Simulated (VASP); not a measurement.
# AlFe3 (Fm-3m) in VASP: further runs

Runs on AlFe3. Level: PBEsol. Tasks: single point.

Program: VASP 6.6.1. These are calculated values, not measurements. Logs are shortened: lines on timing, memory, paths and dates and some standing lists are left out, and cuts for length are marked.

**1. The cell of the first run**

It takes space group Fm-3m (No. 225, cubic). Conventional cell: a = 5.662 Å, b = 5.662 Å, c = 5.662 Å, α = 90.00°, β = 90.00°, γ = 90.00°. Within 3.2 Å of Al (site symmetry m-3m) lie 14 Fe at 2.45 to 2.83 Å. Within 3.2 Å of Fe (site symmetry m-3m) lie 8 Fe at 2.45 Å and 6 Al at 2.83 Å. Fe (site symmetry -43m) has 4 Al at 2.45 Å and 10 Fe at 2.45 to 2.83 Å within 3.2 Å.

**2. Single point, PBEsol, collinear spin, ferromagnetic start**

Contents of INCAR:

```
PREC = Accurate ; ENCUT = 520
EDIFF = 1E-6 ; ISMEAR = 0
SIGMA = 0.1 ; LREAL = F
LASPH = T ; NELM = 150
ALGO = Normal ; ISIF = 2
LWAVE = F ; LCHARG = F
ISPIN = 2 ; MAGMOM = 0 2.57 2 2
LORBIT = 11 ; LMAXMIX = 4
GGA = PS ; NBANDS = 26
```

Contents of KPOINTS:

```
Automatic mesh
0
Gamma
  12 12 12
```

Contents of POSCAR:

```
AlFe3
1.0
    0.0000000000      2.8307966012      2.8307966012
    2.8307966012      0.0000000000      2.8307966012
    2.8307966012      2.8307966012      0.0000000000
Al Fe
1 3
Direct
    0.0000000000      0.0000000000      0.0000000000
    0.5000000000      0.5000000000      0.5000000000
    0.2500000000      0.2500000000      0.2500000000
    0.7500000000      0.7500000000      0.7500000000
```

Potentials or basis: VASP PAW PBE potentials, release 64 (Al, Fe).

Command:

```sh
cat potpaw_PBE.64/Al/POTCAR potpaw_PBE.64/Fe/POTCAR > POTCAR
mpirun -np 1 vasp_std > vasp.out
```

OUTCAR:

```text
PREC = Accurate
   ENCUT = 520
   EDIFF = 1E-6
   ISMEAR = 0
   LREAL = F
   LASPH = T
   NELM = 150
   ISIF = 2
   ISPIN = 2
   LORBIT = 11
   GGA = PS

 ion  position               nearest neighbor table
   1  0.000  0.000  0.000-   4 2.45   4 2.45   3 2.45   4 2.45   3 2.45   3 2.45   4 2.45   3 2.45
                             2 2.83   2 2.83   2 2.83   2 2.83   2 2.83   2 2.83
   2  0.500  0.500  0.500-   3 2.45   3 2.45   3 2.45   4 2.45   4 2.45   4 2.45   3 2.45   4 2.45
                             1 2.83   1 2.83   1 2.83   1 2.83   1 2.83   1 2.83
   3  0.250  0.250  0.250-   1 2.45   1 2.45   1 2.45   2 2.45   2 2.45   2 2.45   1 2.45   2 2.45
                             4 2.83   4 2.83   4 2.83   4 2.83   4 2.83   4 2.83
   4  0.750  0.750  0.750-   2 2.45   2 2.45   1 2.45   2 2.45   1 2.45   1 2.45   2 2.45   1 2.45
                             3 2.83   3 2.83   3 2.83   3 2.83   3 2.83   3 2.83

  LATTYP: Found a face centered cubic cell.
 ALAT       =     5.6615932024

  Lattice vectors:

 A1 = (   0.0000000000,   2.8307966012,   2.8307966012)
 A2 = (   2.8307966012,   0.0000000000,   2.8307966012)
 A3 = (   2.8307966012,   2.8307966012,   0.0000000000)

Analysis of symmetry for initial positions (statically):
=====================================================================
 Subroutine PRICEL returns:
 Original cell was already a primitive cell.

 Routine SETGRP: Setting up the symmetry group for a
 face centered cubic supercell.

 Subroutine GETGRP returns: Found 48 space group operations
 (whereof 48 operations were pure point group operations)
 out of a pool of 48 trial point group operations.

The static configuration has the point symmetry O_h .

Analysis of symmetry for dynamics (positions and initial velocities):
=====================================================================
 Subroutine PRICEL returns:
 Original cell was already a primitive cell.

 Routine SETGRP: Setting up the symmetry group for a
 face centered cubic supercell.

 Subroutine GETGRP returns: Found 48 space group operations
 (whereof 48 operations were pure point group operations)
 out of a pool of 48 trial point group operations.

The dynamic configuration has the point symmetry O_h .

Analysis of structural, dynamic, and magnetic symmetry:
=====================================================================
 Subroutine PRICEL returns:
 Original cell was already a primitive cell.

 Routine SETGRP: Setting up the symmetry group for a
 face centered cubic supercell.

 Subroutine GETGRP returns: Found 48 space group operations
 (whereof 48 operations were pure point group operations)
 out of a pool of 48 trial point group operations.

The overall configuration has the point symmetry O_h .

 Subroutine INISYM returns: Found 48 space group operations
 (whereof 48 operations are pure point group operations),
 and found     1 'primitive' translations

----------------------------------------------------------------------------------------

                                     Primitive cell

  volume of cell :      45.3687

  direct lattice vectors                    reciprocal lattice vectors
     0.000000000  2.830796601  2.830796601    -0.176628727  0.176628727  0.176628727
     2.830796601  0.000000000  2.830796601     0.176628727 -0.176628727  0.176628727
     2.830796601  2.830796601  0.000000000     0.176628727  0.176628727 -0.176628727

  length of vectors
     4.003350946  4.003350946  4.003350946     0.305929929  0.305929929  0.305929929

  position of ions in fractional coordinates (direct lattice)
     0.000000000  0.000000000  0.000000000
     0.500000000  0.500000000  0.500000000
     0.250000000  0.250000000  0.250000000
     0.750000000  0.750000000  0.750000000

  ion indices of the primitive-cell ions
   primitive index   ion index
                 1           1
                 2           2
                 3           3
                 4           4

----------------------------------------------------------------------------------------

 KPOINTS: Automatic mesh

Automatic generation of k-mesh.
 Grid dimensions read from file:
 generate k-points for:   12   12   12

 Generating k-lattice:

  Cartesian coordinates                     Fractional coordinates (reciprocal lattice)
    -0.014719061  0.014719061  0.014719061     0.083333333  0.000000000  0.000000000
     0.014719061 -0.014719061  0.014719061     0.000000000  0.083333333  0.000000000
     0.014719061  0.014719061 -0.014719061     0.000000000  0.000000000  0.083333333

  Length of vectors
     0.025494161  0.025494161  0.025494161

  Shift w.r.t. Gamma in fractional coordinates (k-lattice)
     0.000000000  0.000000000  0.000000000

 Subroutine IBZKPT returns following result:
 ===========================================

 Found     72 irreducible k-points:

 Following reciprocal coordinates:
            Coordinates               Weight
  0.000000  0.000000  0.000000      1.000000
  0.083333  0.000000  0.000000      8.000000
  0.166667  0.000000  0.000000      8.000000
  0.250000  0.000000  0.000000      8.000000
  0.333333  0.000000  0.000000      8.000000
  0.416667  0.000000  0.000000      8.000000
[... 16 lines left out ...]
  0.500000  0.166667  0.000000     24.000000
 -0.416667  0.166667  0.000000     24.000000
 [... further k-points ...]
   k-points           NKPTS =     72   k-points in BZ     NKDIM =     72   number of bands    NBANDS=     26
   number of dos      NEDOS =    301   number of ions     NIONS =      4
   total plane-waves  NPLWV =  27000
   dimension x,y,z NGX =    30 NGY =   30 NGZ =   30
   dimension x,y,z NGXF=    60 NGYF=   60 NGZF=   60
   ions per type =               1   3
   NGX,Y,Z   is equivalent  to a cutoff of  12.46, 12.46, 12.46 a.u.
   NGXF,Y,Z  is equivalent  to a cutoff of  24.92, 24.92, 24.92 a.u.
 SYSTEM =  unknown system
   PREC   = accura    normal or accurate (medium, high low for compatibility)
   ISTART =      0    job   : 0-new  1-cont  2-samecut
   ICHARG =      2    charge: 1-file 2-atom 10-const
   ISPIN  =      2    spin polarized calculation?
   LNONCOLLINEAR =      F non collinear calculations
   LSORBIT =      F    spin-orbit coupling
   LASPH  =      T    aspherical Exc in radial PAW
   ENCUT  =  520.0 eV  38.22 Ry    6.18 a.u.   7.44  7.44  7.44*2*pi/ulx,y,z
   NELM   =    150;   NELMIN=  2; NELMDL= -5     # of ELM steps
   EDIFF  = 0.1E-05   stopping-criterion for ELM
   LREAL  =      F    real-space projection
   EDIFFG = 0.1E-04   stopping-criterion for IOM
   NSW    =      0    number of steps for IOM
   IBRION =     -1    ionic relax: 0-MD 1-quasi-New 2-CG
   NFREE  =      0    steps in history (QN), initial steepest desc. (CG)
   ISIF   =      2    stress and relaxation
   ISYM   =      2    0-nonsym 1-usesym 2-fastsym
   POTIM  = 0.5000    time-step for ionic-motion
   TEBEG  =    0.0;   TEEND  =   0.0 temperature during run
   PSTRESS=    0.0 pullay stress
   NELECT =      27.0000    total number of electrons
   NUPDOWN=      -1.0000    fix difference up-down
   EMIN   =  10.00;   EMAX   =-10.00  energy-range for DOS
   EFERMI =   0.00;   METHOD = LEGACY
   ISMEAR =     0;   SIGMA  =   0.10  broadening in eV -4-tet -1-fermi 0-gaus
   EFERMI_NEDOS =   21; number of points for ismear=-14 and -15
   IALGO  =     38    algorithm
   IMIX   =      4    mixing-type and parameters
     AMIX     =   0.40;   BMIX     =  1.00
     AMIX_MAG =   1.60;   BMIX_MAG =  1.00
  volume/ion in A,a.u.               =      11.34        76.54
  Fermi-wavevector in a.u.,A,eV,Ry     =   1.377032  2.602213 25.799607  1.896218
  Thomas-Fermi vector in A             =   2.502223
   LORBIT       =     11    0 simple, 1 ext, 2 COOP (PROOUT), +10 PAW based schemes
   GGA     = PS    functional components
   LHFCALC =     F    Hartree Fock is set to
   AEXX    =    0.0000 exact exchange contribution
   IVDW    =     0    specifies the selected vdW correction
   LEPSILON=     F    determine dielectric tensor
   LRPA    =     F    only Hartree local field effects (RPA)
 spin polarized calculation
 Gauss-broadening in eV      SIGMA  =   0.10
  energy-cutoff  :      520.00
  volume of cell :       45.37
 maximum number of plane-waves:      1245
 NGX is ok and might be reduce to    30
   NGX = 15   NGY = 15   NGZ = 15

 number of electron      27.0000000 magnetization       5.7837616

 Free energy of the ion-electron system (eV)
  ---------------------------------------------------
  ext. energy  EPLUGINS =         0.00000000
  ---------------------------------------------------
  free energy    TOTEN  =       -31.64798554 eV

  energy without entropy =      -31.63397803  energy(sigma->0) =      -31.64098178

 E-fermi :   7.1535     XC(G=0): -12.8777

 val. band max:        7.1353006603   @ k =   0.4167   0.2500   0.0833
 cond. band min:       7.1706966868   @ k =   0.3333   0.2500   0.0000
 fundamental gap:      0.0353960264
 Fermi energy:         7.1535171234

 spin component 1

 k-point     1 :       0.0000    0.0000    0.0000
  band No.  band energies     occupation
      1      -2.6387      1.00000
      2       2.9316      1.00000
      3       2.9317      1.00000
      4       3.4601      1.00000
      5       3.4601      1.00000
      6       3.4601      1.00000
[... 17 lines left out ...]
     24      16.2567      0.00000
     25      16.2567      0.00000

 k-point     2 :       0.0833    0.0000    0.0000
  band No.  band energies     occupation
      1      -2.5353      1.00000
      2       2.9228      1.00000
      3       2.9228      1.00000
      4       3.4046      1.00000
      5       3.5323      1.00000
      6       3.5323      1.00000
[... 17 lines left out ...]
     24      16.0412      0.00000
     25      16.0412      0.00000
[... 586 lines left out ...]
     24      17.7909      0.00000
     25      19.3977      0.00000

 k-point    24 :      -0.4167    0.1667    0.0000
  band No.  band energies     occupation
      1       0.4012      1.00000
      2       1.4051      1.00000
      3       2.9172      1.00000
      4       3.2562      1.00000
      5       3.7554      1.00000
      6       3.9956      1.00000
[... 17 lines left out ...]
     24      18.1401      0.00000
     25      18.3341      0.00000

 [... further k-points ...]

 spin component 2

 k-point     1 :       0.0000    0.0000    0.0000
  band No.  band energies     occupation
      1      -2.5529      1.00000
      2       4.4679      1.00000
      3       4.4680      1.00000
      4       4.4936      1.00000
      5       4.4936      1.00000
      6       4.4936      1.00000
[... 17 lines left out ...]
     24      16.8074      0.00000
     25      16.8074      0.00000

 k-point     2 :       0.0833    0.0000    0.0000
  band No.  band energies     occupation
      1      -2.4497      1.00000
      2       4.3523      1.00000
      3       4.3524      1.00000
      4       4.4105      1.00000
      5       4.6775      1.00000
      6       4.6775      1.00000
[... 17 lines left out ...]
     24      16.6871      0.00000
     25      16.6871      0.00000
[... 586 lines left out ...]
     24      18.4670      0.00000
     25      19.6583      0.00000

 k-point    24 :      -0.4167    0.1667    0.0000
  band No.  band energies     occupation
      1       0.5376      1.00000
      2       1.6742      1.00000
      3       3.9262      1.00000
      4       4.5463      1.00000
      5       5.0003      1.00000
      6       5.5631      1.00000
[... 17 lines left out ...]
     24      18.5633      0.00000
     25      18.7403      0.00000

 [... further k-points ...]

 [bands above 25 left out]

------------------------ aborting loop because EDIFF is reached ----------------------------------------

  FORCE on cell =-STRESS in cart. coord.  units (eV):
  Direction    XX          YY          ZZ          XY          YZ          ZX
  --------------------------------------------------------------------------------------
  -------------------------------------------------------------------------------------
  Total        0.0374134      0.0374134      0.0374134      0.0000000      0.0000000      0.0000000
  in kB        1.3212407      1.3212407      1.3212407      0.0000000      0.0000000      0.0000000
  external PRESSURE =       1.3212407 kB  Pullay stress =       0.0000000 kB

 VOLUME and BASIS-vectors are now :
 -----------------------------------------------------------------------------
  energy-cutoff  :      520.00
  volume of cell :       45.37
      direct lattice vectors                 reciprocal lattice vectors
     0.000000000  2.830796601  2.830796601    -0.176628727  0.176628727  0.176628727
     2.830796601  0.000000000  2.830796601     0.176628727 -0.176628727  0.176628727
     2.830796601  2.830796601  0.000000000     0.176628727  0.176628727 -0.176628727

 POSITION                                       TOTAL-FORCE (eV/Angst)
 -----------------------------------------------------------------------------------
      0.00000      0.00000      0.00000        -0.000000     -0.000000      0.000000
      2.83080      2.83080      2.83080        -0.000000     -0.000000      0.000000
      1.41540      1.41540      1.41540         0.000000     -0.000000     -0.000000
      4.24619      4.24619      4.24619        -0.000000      0.000000      0.000000
 -----------------------------------------------------------------------------------
    total drift:                                0.000000     -0.000000      0.000000

  FREE ENERGIE OF THE ION-ELECTRON SYSTEM (eV)
  ---------------------------------------------------
  free  energy   TOTEN  =       -31.6479855370 eV

  energy  without entropy=      -31.6339780307  energy(sigma->0) =      -31.64098178

 total charge

# of ion       s       p       d       tot
------------------------------------------
    1        0.415   0.449   0.000   0.864
    2        0.496   0.567   6.253   7.316
    3        0.462   0.561   6.374   7.397
    4        0.462   0.561   6.374   7.397
--------------------------------------------------
tot          1.836   2.137  19.001  22.974

 magnetization (x)

# of ion       s       p       d       tot
------------------------------------------
    1       -0.009  -0.045   0.000  -0.053
    2       -0.010  -0.042   2.359   2.307
    3       -0.010  -0.037   1.844   1.797
    4       -0.010  -0.037   1.844   1.797
--------------------------------------------------
tot         -0.038  -0.161   6.046   5.847
```

Run time: 3.1 min. Hardware: 1 thread of AMD EPYC 9R14 (Zen 4), shared host; peak memory 0.24 GiB.

Results:

| Item | Value |
| --- | --- |
| Free energy | -31.6480 eV |
| Pressure | 0.1 GPa |
| Net moment | 5.78 μB per cell |
| Site moments | Al -0.05; Fe +2.31, +1.80 (each value once) μB |
| Valence electrons inside the program's atomic spheres | Al 0.86; Fe 7.32, 7.40 (each value once) |

Caveat: the PAW data sets were made with another functional, which shifts forces and pressure a little.

[end of part 1 of 2]
